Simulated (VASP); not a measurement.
Crystal: Te.

```
CELL_PARAMETERS angstrom
4.47126 0.00000 0.00000
-2.23563 3.87222 0.00000
0.00000 0.00000 5.94875
ATOMIC_POSITIONS crystal
Te 0.26419 0.00000 0.33333
Te 0.00000 0.26419 0.66667
Te 0.73581 0.73581 0.00000
```

Base run:

- Program: VASP 6.6.1
- Functional: r2SCAN
- Potentials or basis: VASP PAW PBE potentials, release 64 (Te)
- Cutoff: 520 eV
- k mesh: 4 × 4 × 4
- Occupations: gaussian, width 0.01 eV
- Spin: no spin polarisation

Its results: band gap on the k mesh 0.82 eV (least direct gap 1.11 eV); pressure 0.8 GPa.

The run is repeated on the same cell with these changes: k mesh from 4 × 4 × 4 to 6 × 6 × 4; occupations from gaussian, width 0.01 eV to methfessel-paxton, width 0.2 eV. What comes out?

Band gap on the k mesh 0.33 eV; pressure 0.9 GPa.

Caveats: the PAW data sets were made with another functional, which shifts forces and pressure a little; spin-orbit coupling is left out, which moves the levels of the heavy elements.

A k mesh can miss the band edges.
